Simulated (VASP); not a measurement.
# GaSb (F-43m) in VASP: single point with r2SCAN

Aim: the single point of GaSb with r2SCAN.

Program: VASP 6.6.1. These are calculated values, not measurements. Logs are shortened: lines on timing, memory, paths and dates and some standing lists are left out, and cuts for length are marked.

**1. The cell of the first run**

Symmetry: F-43m, No. 216, cubic system. The conventional cell has a = 6.118 Å, b = 6.118 Å, c = 6.118 Å, α = 90.00°, β = 90.00°, γ = 90.00°. Ga (site symmetry -43m) has 4 Sb at 2.65 Å within 3.5 Å. Sb (site symmetry -43m) has 4 Ga at 2.65 Å within 3.5 Å.

**2. Single point, r2SCAN**

POSCAR reads:

```
GaSb
1.0
    0.0000000000      6.1180000000      6.1180000000
    6.1180000000      0.0000000000      6.1180000000
    6.1180000000      6.1180000000      0.0000000000
Ga Sb
8 8
Direct
    0.0000000000      0.0000000000      0.0000000000
    0.0000000000      0.0000000000      0.5000000000
    0.0000000000      0.5000000000      0.0000000000
    0.0000000000      0.5000000000      0.5000000000
    0.5000000000      0.0000000000      0.0000000000
    0.5000000000      0.0000000000      0.5000000000
    0.5000000000      0.5000000000      0.0000000000
    0.5000000000      0.5000000000      0.5000000000
    0.1250000000      0.1250000000      0.1250000000
    0.1250000000      0.1250000000      0.6250000000
    0.1250000000      0.6250000000      0.1250000000
    0.1250000000      0.6250000000      0.6250000000
    0.6250000000      0.1250000000      0.1250000000
    0.6250000000      0.1250000000      0.6250000000
    0.6250000000      0.6250000000      0.1250000000
    0.6250000000      0.6250000000      0.6250000000
```

INCAR.step1 reads:

```
SYSTEM = GaSb
PREC = Accurate
ENCUT = 550
ISMEAR = -1
SIGMA = 0.05
LREAL = .False.
LASPH = .True.
NELM = 120
NBANDS = 86
GGA = PE
ALGO = Normal
EDIFF = 1E-5
LWAVE = .True.
LCHARG = .False.
GGA_COMPAT = .False.
```

INCAR.step2 reads:

```
SYSTEM = GaSb
PREC = Accurate
ENCUT = 550
EDIFF = 1E-6
ISMEAR = -1
SIGMA = 0.05
LREAL = .False.
LASPH = .True.
NELM = 120
ALGO = Normal
ISIF = 2
LWAVE = .False.
LCHARG = .False.
METAGGA = R2SCAN
LMIXTAU = .True.
NBANDS = 86
ISTART = 1
GGA_COMPAT = .False.
```

KPOINTS reads:

```
regular mesh
0
Gamma
  2 2 2
  0 0 0
```

Potentials or basis: VASP PAW PBE potentials, release 64 (Ga_d, Sb).

Command:

```bash
$ cat potpaw_PBE.64/Ga_d/POTCAR potpaw_PBE.64/Sb/POTCAR > POTCAR
$ cp INCAR.step1 INCAR
$ mpirun -np 1 vasp_std > vasp.out
$ cp INCAR.step2 INCAR
$ mpirun -np 1 vasp_std > vasp.out
```

OUTCAR:

```text
SYSTEM = GaSb
   PREC = Accurate
   ENCUT = 550
   EDIFF = 1E-6
   ISMEAR = -1
   LREAL = .False.
   LASPH = .True.
   NELM = 120
   ISIF = 2
   METAGGA = R2SCAN
   ISTART = 1

 ion  position               nearest neighbor table
   1  0.000  0.000  0.000-  10 2.65  11 2.65  13 2.65   9 2.65
   2  0.000  0.000  0.500-   9 2.65  12 2.65  14 2.65  10 2.65
   3  0.000  0.500  0.000-   9 2.65  12 2.65  15 2.65  11 2.65
   4  0.000  0.500  0.500-  10 2.65  11 2.65  16 2.65  12 2.65
   5  0.500  0.000  0.000-   9 2.65  14 2.65  15 2.65  13 2.65
   6  0.500  0.000  0.500-  10 2.65  13 2.65  16 2.65  14 2.65
[... 8 lines left out ...]
  15  0.625  0.625  0.125-   3 2.65   5 2.65   8 2.65   7 2.65
  16  0.625  0.625  0.625-   4 2.65   6 2.65   7 2.65   8 2.65
[... 6 lines left out ...]
 A1 = (   0.0000000000,   6.1180000000,   6.1180000000)
 A2 = (   6.1180000000,   0.0000000000,   6.1180000000)
 A3 = (   6.1180000000,   6.1180000000,   0.0000000000)

Analysis of symmetry for initial positions (statically):
=====================================================================
 Subroutine PRICEL returns following result:

  LATTYP: Found a face centered cubic cell.
 ALAT       =     6.1180000000

  Lattice vectors:

 A1 = (   0.0000000000,   3.0590000000,   3.0590000000)
 A2 = (   3.0590000000,   0.0000000000,   3.0590000000)
 A3 = (   3.0590000000,   3.0590000000,   0.0000000000)

   8 primitive cells build up your supercell.

 Routine SETGRP: Setting up the symmetry group for a
 face centered cubic supercell.

 Subroutine GETGRP returns: Found 24 space group operations
 (whereof 24 operations were pure point group operations)
 out of a pool of 48 trial point group operations.

The static configuration has the point symmetry T_d .

Analysis of symmetry for dynamics (positions and initial velocities):
=====================================================================
 Subroutine PRICEL returns following result:

  LATTYP: Found a face centered cubic cell.
 ALAT       =     6.1180000000

  Lattice vectors:

 A1 = (   0.0000000000,   3.0590000000,   3.0590000000)
 A2 = (   3.0590000000,   0.0000000000,   3.0590000000)
 A3 = (   3.0590000000,   3.0590000000,   0.0000000000)

   8 primitive cells build up your supercell.

 Routine SETGRP: Setting up the symmetry group for a
 face centered cubic supercell.

[... 83 lines left out ...]
   LREAL  =      F    real-space projection
   EDIFFG = 0.1E-04   stopping-criterion for IOM
   NSW    =      0    number of steps for IOM
   IBRION =     -1    ionic relax: 0-MD 1-quasi-New 2-CG
   NFREE  =      0    steps in history (QN), initial steepest desc. (CG)
   ISIF   =      2    stress and relaxation
   ISYM   =      2    0-nonsym 1-usesym 2-fastsym
   POTIM  = 0.5000    time-step for ionic-motion
   TEBEG  =    0.0;   TEEND  =   0.0 temperature during run
   PSTRESS=    0.0 pullay stress
   NELECT =     144.0000    total number of electrons
   NUPDOWN=      -1.0000    fix difference up-down
   EMIN   =  10.00;   EMAX   =-10.00  energy-range for DOS
   EFERMI =   0.00;   METHOD = LEGACY
   ISMEAR =    -1;   SIGMA  =   0.05  broadening in eV -4-tet -1-fermi 0-gaus
   EFERMI_NEDOS =   21; number of points for ismear=-14 and -15
   IALGO  =     38    algorithm
   IMIX   =      4    mixing-type and parameters
     AMIX     =   0.40;   BMIX     =  1.00
     AMIX_MAG =   1.60;   BMIX_MAG =  1.00
  volume/ion in A,a.u.               =      28.62       193.17
  Fermi-wavevector in a.u.,A,eV,Ry     =   1.113208  2.103657 16.860766  1.239231
  Thomas-Fermi vector in A             =   2.249790
   LORBIT       =      0    0 simple, 1 ext, 2 COOP (PROOUT), +10 PAW based schemes
   METAGGA = R2SCAN    functional components
   LHFCALC =     F    Hartree Fock is set to
   AEXX    =    0.0000 exact exchange contribution
   IVDW    =     0    specifies the selected vdW correction
   LEPSILON=     F    determine dielectric tensor
   LRPA    =     F    only Hartree local field effects (RPA)
 non-spin polarized calculation
  energy-cutoff  :      550.00
  volume of cell :      457.99
 maximum number of plane-waves:     13443
 NGX is ok and might be reduce to    70
   NGX = 33   NGY = 33   NGZ = 33

 number of electron     144.0000025 magnetization

 Free energy of the ion-electron system (eV)
  ---------------------------------------------------
  ext. energy  EPLUGINS =         0.00000000
  ---------------------------------------------------
  free energy    TOTEN  =      -299.38424857 eV

  energy without entropy =     -299.38148508  energy(sigma->0) =     -299.38286682

 E-fermi :   4.9694     XC(G=0):  -9.7016

 val. band max:        4.7187030203   @ k =   0.0000   0.0000   0.0000
 cond. band min:       5.1667039887   @ k =   0.0000   0.0000   0.0000
 fundamental gap:      0.4480009684
 Fermi energy:         4.9694004827

 k-point     1 :       0.0000    0.0000    0.0000
  band No.  band energies     occupation
      1     -10.8680      2.00000
      2     -10.8680      2.00000
      3     -10.8680      2.00000
      4     -10.8496      2.00000
      5     -10.8496      2.00000
      6     -10.8496      2.00000
[... 250 lines left out ...]
     83       9.3209      0.00000
     84       9.3209      0.00000
 [bands above 84 left out]

------------------------ aborting loop because EDIFF is reached ----------------------------------------

  FORCE on cell =-STRESS in cart. coord.  units (eV):
  Direction    XX          YY          ZZ          XY          YZ          ZX
  --------------------------------------------------------------------------------------
  -------------------------------------------------------------------------------------
  Total        1.9497225      1.9497225      1.9497225     -0.0000000     -0.0000000      0.0000000
  in kB        6.8206375      6.8206375      6.8206375     -0.0000000     -0.0000000      0.0000000
  external PRESSURE =       6.8206375 kB  Pullay stress =       0.0000000 kB

 VOLUME and BASIS-vectors are now :
 -----------------------------------------------------------------------------
  energy-cutoff  :      550.00
  volume of cell :      457.99
      direct lattice vectors                 reciprocal lattice vectors
     0.000000000  6.118000000  6.118000000    -0.081726054  0.081726054  0.081726054
     6.118000000  0.000000000  6.118000000     0.081726054 -0.081726054  0.081726054
     6.118000000  6.118000000  0.000000000     0.081726054  0.081726054 -0.081726054

 POSITION                                       TOTAL-FORCE (eV/Angst)
 -----------------------------------------------------------------------------------
      0.00000      0.00000      0.00000         0.000000      0.000000      0.000000
      3.05900      3.05900      0.00000         0.000000      0.000000      0.000000
      3.05900      0.00000      3.05900         0.000000      0.000000      0.000000
      6.11800      3.05900      3.05900         0.000000      0.000000      0.000000
      0.00000      3.05900      3.05900         0.000000      0.000000      0.000000
      3.05900      6.11800      3.05900         0.000000      0.000000      0.000000
[... 8 lines left out ...]
      4.58850      4.58850      7.64750        -0.000000     -0.000000     -0.000000
      7.64750      7.64750      7.64750        -0.000000     -0.000000     -0.000000
 -----------------------------------------------------------------------------------
    total drift:                               -0.000001     -0.000001     -0.000003

  FREE ENERGIE OF THE ION-ELECTRON SYSTEM (eV)
  ---------------------------------------------------
  free  energy   TOTEN  =      -299.3842485709 eV

  energy  without entropy=     -299.3814850762  energy(sigma->0) =     -299.38286682
```

OUTCAR.step1:

```text
SYSTEM = GaSb
   PREC = Accurate
   ENCUT = 550
   ISMEAR = -1
   LREAL = .False.
   LASPH = .True.
   NELM = 120
[... 497 lines left out ...]
      3.05900      6.11800      3.05900        -0.000000     -0.000000     -0.000000
[... 8 lines left out ...]
      4.58850      4.58850      7.64750        -0.000000      0.000000      0.000000
      7.64750      7.64750      7.64750        -0.000000      0.000000     -0.000000
 -----------------------------------------------------------------------------------
    total drift:                                0.000004      0.000004      0.000003

  FREE ENERGIE OF THE ION-ELECTRON SYSTEM (eV)
  ---------------------------------------------------
  free  energy   TOTEN  =       -57.2634480566 eV

  energy  without entropy=      -57.2351534373  energy(sigma->0) =      -57.24930075
```

It took 14 min on 1 thread of Intel Xeon Platinum 8488C (Sapphire Rapids), shared host; peak memory 0.78 GiB.

Results:

| Quantity | Value |
| --- | --- |
| Free energy | -299.3842 eV |
| Pressure | 0.7 GPa |
| Band gap on the k mesh | 0.45 eV |

Caveat: the k points lie up to 0.44 Å⁻¹ apart; semilocal functionals underestimate gaps, and a narrow one can read as zero; the PAW data sets were made with another functional, which shifts forces and pressure a little; spin-orbit coupling is left out, which moves the levels of the heavy elements.
